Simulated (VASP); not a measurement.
Here is a VASP 6.6.1 calculation.

File POSCAR:

```
PbF2
1.0
    0.0000000000      3.0185014499      3.0185014499
    3.0185014499      0.0000000000      3.0185014499
    3.0185014499      3.0185014499      0.0000000000
Pb F
1 2
Direct
    0.0000000000      0.0000000000      0.0000000000
    0.2500000000      0.2500000000      0.2500000000
    0.7500000000      0.7500000000      0.7500000000
```

File INCAR.step1:

```
ALGO     = Normal         # electronic algorithm
EDIFF    = 1E-4           # SCF threshold, eV
ENCUT    = 520            # plane-wave cutoff, eV
GGA      = PE             # functional
ISMEAR   = 0              # smearing method
LASPH    = True           # aspherical terms in the spheres
LCHARG   = False          # write CHGCAR
LREAL    = False          # projectors in reciprocal space
LWAVE    = True           # write WAVECAR
NBANDS   = 21             # bands
NELM     = 100            # most SCF steps
PREC     = Accurate       # precision mode
SIGMA    = 0.01           # smearing width, eV
```

Contents of INCAR.step2:

```
ALGO     = Normal         # electronic algorithm
EDIFF    = 1E-6           # SCF threshold, eV
ENCUT    = 520            # plane-wave cutoff, eV
ISIF     = 2              # what is computed and relaxed
ISMEAR   = 0              # smearing method
ISTART   = 1            
LASPH    = True           # aspherical terms in the spheres
LCHARG   = False          # write CHGCAR
LMIXTAU  = True         
LREAL    = False          # projectors in reciprocal space
LWAVE    = False          # write WAVECAR
METAGGA  = R2SCAN         # meta-GGA
NBANDS   = 21             # bands
NELM     = 100            # most SCF steps
PREC     = Accurate       # precision mode
SIGMA    = 0.01           # smearing width, eV
```

The input KPOINTS:

```
k-points
0
Gamma
  6 6 6
```

Potentials or basis: VASP PAW PBE potentials, release 64 (Pb_d, F).

Launch:

```sh
$ cat potpaw_PBE.64/Pb_d/POTCAR potpaw_PBE.64/F/POTCAR > POTCAR
$ cp INCAR.step1 INCAR
$ mpirun -np 1 vasp_std > vasp.out
$ cp INCAR.step2 INCAR
$ mpirun -np 1 vasp_std > vasp.out
```

Predict the band gap on the k mesh.

4.96 eV, indirect (least direct gap 5.08 eV).

Predict the pressure.

-4.0 GPa.

Caveat: the PAW data sets were made with another functional, which shifts forces and pressure a little; spin-orbit coupling is left out, which moves the levels of the heavy elements. A k mesh can miss the band edges.
